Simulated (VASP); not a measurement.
# As2Se (I4_1/amd) in VASP: settings compared, part 2 of 2

VASP 6.6.1. The steps go on from the part before.

### Step 4. Relaxation of cell and atoms, LDA

This run uses another cell than the first one, of 22.04 Å³/atom.

Input file INCAR:

```
PREC     = Accurate       # precision mode
ENCUT    = 500            # plane-wave cutoff, eV
EDIFF    = 1E-7           # SCF threshold, eV
ISMEAR   = -1             # smearing method
SIGMA    = 0.1            # smearing width, eV
LREAL    = F              # projectors in reciprocal space
LASPH    = T              # aspherical terms in the spheres
NELM     = 120            # most SCF steps
ALGO     = Normal         # electronic algorithm
ISIF     = 3              # what is computed and relaxed
LWAVE    = F              # write WAVECAR
LCHARG   = F              # write CHGCAR
GGA      = CA             # functional
IBRION   = 2              # ionic algorithm
NSW      = 80             # ionic steps
EDIFFG   = -0.05          # ionic threshold
GGA_COMPAT= F            
NELMIN   = 4
```

Input file KPOINTS:

```
regular mesh
0
Gamma
  6 6 6
```

Input file POSCAR:

```
As2Se
1.0
   -3.5294200000      3.5294200000      2.6535700000
    3.5294200000     -3.5294200000      2.6535700000
    3.5294200000      3.5294200000     -2.6535700000
As Se
4 2
Direct
   -0.1250000000      0.1250000000     -0.2500000000
    0.3750000000      0.1250000000      0.2500000000
   -0.1250000000      0.1250000000      0.2500000000
   -0.1250000000      0.6250000000     -0.2500000000
    0.5000000000      0.5000000000      0.0000000000
    0.2500000000      0.7500000000      0.5000000000
```

Potentials or basis: VASP PAW LDA potentials, release 64 (As, Se).

On the command line:

```
$ cat potpaw_LDA.64/As/POTCAR potpaw_LDA.64/Se/POTCAR > POTCAR
$ mpirun -np 1 vasp_std > vasp.out
```

OUTCAR:

```text
PREC = Accurate
   ENCUT = 500
   EDIFF = 1E-7
   ISMEAR = -1
   LREAL = F
   LASPH = T
   NELM = 120
   ISIF = 3
   GGA = CA
   IBRION = 2
   NSW = 80
   EDIFFG = -0.05
   NELMIN = 4

 ion  position               nearest neighbor table
   1  0.875  0.125  0.750-   5 2.66   6 2.66   4 2.83   3 2.83   4 2.83   3 2.83
   2  0.375  0.125  0.250-   5 2.66   6 2.66   3 2.83   4 2.83   3 2.83   4 2.83
   3  0.875  0.125  0.250-   6 2.66   5 2.66   2 2.83   1 2.83   1 2.83   2 2.83
   4  0.875  0.625  0.750-   5 2.66   6 2.66   1 2.83   2 2.83   1 2.83   2 2.83
   5  0.500  0.500  0.000-   3 2.66   2 2.66   4 2.66   1 2.66
   6  0.250  0.750  0.500-   1 2.66   2 2.66   4 2.66   3 2.66

  LATTYP: Found a body centered tetragonal cell.
 ALAT       =     7.0588400000
 C/A-ratio  =     0.7518430790

  Lattice vectors:

 A1 = (  -3.5294200000,   3.5294200000,   2.6535700000)
 A2 = (   3.5294200000,  -3.5294200000,   2.6535700000)
 A3 = (   3.5294200000,   3.5294200000,  -2.6535700000)

Analysis of symmetry for initial positions (statically):
=====================================================================
 Subroutine PRICEL returns:
 Original cell was already a primitive cell.

 Routine SETGRP: Setting up the symmetry group for a
 body centered tetragonal supercell.

 Subroutine GETGRP returns: Found 16 space group operations
 (whereof  8 operations were pure point group operations)
 out of a pool of 16 trial point group operations.

The static configuration has the point symmetry D_2d.
 The point group associated with its full space group is D_4h.

Analysis of symmetry for dynamics (positions and initial velocities):
=====================================================================
 Subroutine PRICEL returns:
 Original cell was already a primitive cell.

 Routine SETGRP: Setting up the symmetry group for a
 body centered tetragonal supercell.

 Subroutine GETGRP returns: Found 16 space group operations
 (whereof  8 operations were pure point group operations)
[... 138 lines left out ...]
   AEXX    =    0.0000 exact exchange contribution
   IVDW    =     0    specifies the selected vdW correction
   LEPSILON=     F    determine dielectric tensor
   LRPA    =     F    only Hartree local field effects (RPA)
 conjugate gradient relaxation of ions
 non-spin polarized calculation
  energy-cutoff  :      500.00
  volume of cell :      132.22
 maximum number of plane-waves:      3378
 NGX is ok and might be reduce to    42
   NGX = 21   NGY = 21   NGZ = 21

--------------------------------------- Ionic step        1  -------------------------------------------

 number of electron      31.9999998 magnetization

 Free energy of the ion-electron system (eV)
  ---------------------------------------------------
  ext. energy  EPLUGINS =         0.00000000
  ---------------------------------------------------
  free energy    TOTEN  =       -29.50102546 eV

  energy without entropy =      -29.40162706  energy(sigma->0) =      -29.45132626

------------------------ aborting loop because EDIFF is reached ----------------------------------------

  FORCE on cell =-STRESS in cart. coord.  units (eV):
  Direction    XX          YY          ZZ          XY          YZ          ZX
  --------------------------------------------------------------------------------------
  -------------------------------------------------------------------------------------
  Total       -3.5518069     -3.5518069     -4.6210999      0.0000000      0.0000000      0.0000000
  in kB      -43.0390527    -43.0390527    -55.9962204      0.0000000      0.0000000      0.0000000
  external PRESSURE =     -47.3581086 kB  Pullay stress =       0.0000000 kB
[... 147 lines left out ...]
--------------------------------------- Ionic step        5  -------------------------------------------

 number of electron      31.9999997 magnetization

 Free energy of the ion-electron system (eV)
  ---------------------------------------------------
  ext. energy  EPLUGINS =         0.00000000
  ---------------------------------------------------
  free energy    TOTEN  =       -29.63003605 eV

  energy without entropy =      -29.53921214  energy(sigma->0) =      -29.58462409

 E-fermi :   5.5307     XC(G=0): -10.4191

 val. band max:        5.5074635891   @ k =   0.5000   0.1667   0.0000
 cond. band min:       5.5340063029   @ k =   0.5000   0.5000   0.1667
 fundamental gap:      0.0265427138
 Fermi energy:         5.5307061645

 k-point     1 :       0.0000    0.0000    0.0000
  band No.  band energies     occupation
      1     -10.1263      2.00000
      2      -7.7116      2.00000
      3      -5.0849      2.00000
      4      -5.0849      2.00000
      5      -4.9883      2.00000
      6      -3.3255      2.00000
[... 541 lines left out ...]
     19       7.7147      0.00000
     20       8.1095      0.00000

 [... further k-points ...]

------------------------ aborting loop because EDIFF is reached ----------------------------------------

  FORCE on cell =-STRESS in cart. coord.  units (eV):
  Direction    XX          YY          ZZ          XY          YZ          ZX
  --------------------------------------------------------------------------------------
  -------------------------------------------------------------------------------------
  Total       -0.0490742     -0.0490742      0.2974110      0.0000000     -0.0000000      0.0000000
  in kB       -0.6346923     -0.6346923      3.8465140      0.0000000     -0.0000000      0.0000000
  external PRESSURE =       0.8590432 kB  Pullay stress =       0.0000000 kB
[... 21 lines left out ...]
  FREE ENERGIE OF THE ION-ELECTRON SYSTEM (eV)
  ---------------------------------------------------
  free  energy   TOTEN  =       -29.6300360459 eV

  energy  without entropy=      -29.5392121419  energy(sigma->0) =      -29.58462409

 reached required accuracy - stopping structural energy minimisation
```

OSZICAR:

```text
N       E                     dE             d eps       ncg     rms          rms(c)
DAV:   1     0.144160021609E+03    0.14416E+03   -0.12784E+04  1200   0.131E+03
DAV:   2    -0.172072700273E+02   -0.16137E+03   -0.15660E+03  1604   0.199E+02
DAV:   3    -0.292375618807E+02   -0.12030E+02   -0.11696E+02  1480   0.581E+01
[... 43 lines left out ...]
DAV:   2    -0.296302006770E+02    0.35735E-03   -0.18520E-03  1512   0.247E-01    0.654E-02
DAV:   3    -0.296300435839E+02    0.15709E-03   -0.62161E-04  1472   0.119E-01    0.172E-02
DAV:   4    -0.296300366596E+02    0.69244E-05   -0.46562E-05  1444   0.434E-02    0.103E-02
DAV:   5    -0.296300361060E+02    0.55351E-06   -0.85753E-06  1360   0.150E-02    0.402E-03
DAV:   6    -0.296300360459E+02    0.60118E-07   -0.48042E-07  1396   0.430E-03
   5 F= -.29630036E+02 E0= -.29584624E+02  d E =-.118760E-02
```

Run time: 3 min. Hardware: 1 thread of Intel Xeon Platinum 8488C (Sapphire Rapids), shared host; peak memory 0.26 GiB.

What came out:

- Free energy: -29.6300 eV
- Relaxed volume: 20.65 Å³/atom
- Relaxed cell: a = 5.533 Å, b = 5.533 Å, c = 5.533 Å, α = 102.69°, β = 102.69°, γ = 124.09°
- Space group after relaxing (to 0.1 Å): I4_1/amd (No. 141)
- Energy gained by relaxing: 21.5 meV/atom
- Ionic steps: 5
- Pressure after relaxing: 0.1 GPa
- Band gap on the k mesh: zero (bands 16 and 17 overlap by 0.68 eV)

Stress tensor (GPa, compression positive):
```
-0.06  0.00  0.00
 0.00 -0.06  0.00
 0.00  0.00  0.38
```

Step by step:
```tsv
step	energy change (eV)	largest force (eV/Å)	pressure (GPa)	volume (Å³)
1	0.0000	0.0000	-4.74	132.22
2	-0.0897	0.0000	3.00	120.14
3	-0.1279	0.0000	-0.05	124.18
4	-0.1278	0.0000	0.06	124.03
5	-0.1290	0.0000	0.09	123.88
```

Final structure:
```
As Se
1.0
    -3.45568    3.45568    2.59343
     3.45568   -3.45568    2.59343
     3.45568    3.45568   -2.59343
As Se
4 2
Direct
  0.87500 0.12500 0.75000
  0.37500 0.12500 0.25000
  0.87500 0.12500 0.25000
  0.87500 0.62500 0.75000
  0.50000 0.50000 0.00000
  0.25000 0.75000 0.50000
```

### Step 5. Relaxation of cell and atoms, PBE+D3(BJ)

This run uses another cell than the first one, of 22.04 Å³/atom.

Input file INCAR:

```
PREC = Accurate ; ENCUT = 500
EDIFF = 1E-7 ; ISMEAR = -1
SIGMA = 0.1 ; LREAL = False
LASPH = True ; NELM = 120
ALGO = Normal ; ISIF = 3
LWAVE = False ; LCHARG = False
GGA = PE ; IVDW = 12
IBRION = 2 ; NSW = 80
EDIFFG = -0.05 ; GGA_COMPAT = False
NELMIN = 4
```

Input file KPOINTS:

```
Automatic mesh
0
Gamma
  6 6 6
```

POSCAR is that of step 4.

Potentials or basis: VASP PAW PBE potentials, release 64 (As, Se).

On the command line:

```
$ cat potpaw_PBE.64/As/POTCAR potpaw_PBE.64/Se/POTCAR > POTCAR
$ mpirun -np 1 vasp_std > vasp.out
```

It took 2.3 min on 1 thread of Intel Xeon Platinum 8488C (Sapphire Rapids), shared host; peak memory 0.31 GiB.

Results (log left out):

```yaml
Free_energy: -27.7074 eV
Relaxed_volume: 21.14 Å³/atom
Relaxed_cell: a = 5.577 Å, b = 5.577 Å, c = 5.577 Å, α = 102.67°, β = 102.67°, γ = 124.15°
Space_group_after_relaxing_to_0.1_Å: I4_1/amd (No. 141)
Energy_gained_by_relaxing: 8.9 meV/atom
Ionic_steps: 3
Pressure_after_relaxing: 0.0 GPa
Band_gap_on_the_k_mesh: zero (bands 16 and 17 overlap by 0.66 eV)
Dispersion_energy_per_atom: -0.421 eV
```

Stress tensor (GPa, compression positive):
```
-0.21  0.00  0.00
 0.00 -0.21  0.00
 0.00  0.00  0.37
```

The path:
| step | energy change (eV) | largest force (eV/Å) | pressure (GPa) | volume (Å³) |
| --- | --- | --- | --- | --- |
| 1 | 0.0000 | 0.0000 | -3.03 | 132.22 |
| 2 | -0.0409 | 0.0000 | 1.59 | 124.41 |
| 3 | -0.0532 | 0.0000 | -0.02 | 126.85 |

Final structure:
```yaml
crystal:
  lattice:
    - [-3.48446, 3.48446, 2.61199]
    - [3.48446, -3.48446, 2.61199]
    - [3.48446, 3.48446, -2.61199]
  atoms:
    - { symbol: As, position: [0.87500, 0.12500, 0.75000] }
    - { symbol: As, position: [0.37500, 0.12500, 0.25000] }
    - { symbol: As, position: [0.87500, 0.12500, 0.25000] }
    - { symbol: As, position: [0.87500, 0.62500, 0.75000] }
    - { symbol: Se, position: [0.50000, 0.50000, 0.00000] }
    - { symbol: Se, position: [0.25000, 0.75000, 0.50000] }
```

Levels at points of the mesh, in eV from the Fermi level:
```
           k point  band 12  band 13  band 14  band 15  band 16  band 17  band 18  band 19  band 20
(0.00, 0.00, 0.00)    -3.05    -3.05    -2.87    -2.87    -1.07     2.49     3.09     3.09     3.32
(0.50, 0.00, 0.00)    -2.59    -1.85    -1.56    -0.55    -0.04     0.18     0.51     1.54     2.62
(0.50, 0.50, 0.00)    -2.38    -1.46    -1.46    -1.22    -1.22    -0.08    -0.08     1.87     1.87
(0.50, 0.50, 0.50)    -2.55    -0.76    -0.76    -0.40    -0.40     0.35     0.35     0.42     0.42
```

### Step 6. Summary

| task | level | potentials or basis | cell | gap on the mesh (eV) | pressure (GPa) | relaxed volume (Å³/atom) |
| --- | --- | --- | --- | --- | --- | --- |
| single point | RPBE | VASP PAW PBE potentials, release 64 (As, Se) | a = 5.716 Å, angles 102.4, 102.4, 124.8°, 6 atoms | none | 0.0 | - |
| relaxation of cell and atoms | RPBE | VASP PAW PBE potentials, release 64 (As, Se) | relaxed from a = 5.653 Å, angles 102.7, 102.7, 124.0°, 6 atoms | none | 0.0 | 22.64 |
| relaxation of cell and atoms | LDA | VASP PAW LDA potentials, release 64 (As, Se) | relaxed from a = 5.653 Å, angles 102.7, 102.7, 124.0°, 6 atoms | none | 0.1 | 20.65 |
| relaxation of cell and atoms | PBE+D3(BJ) | VASP PAW PBE potentials, release 64 (As, Se) | relaxed from a = 5.653 Å, angles 102.7, 102.7, 124.0°, 6 atoms | none | 0.0 | 21.14 |

Alike in all rows: no spin polarisation; k mesh 6 × 6 × 6; cutoff (eV) 500; smearing fermi-dirac 0.1 eV.

Caveats: the PAW data sets were made with another functional, which shifts forces and pressure a little (at least some runs).

Absolute energies hang on the potentials; compare differences alone.
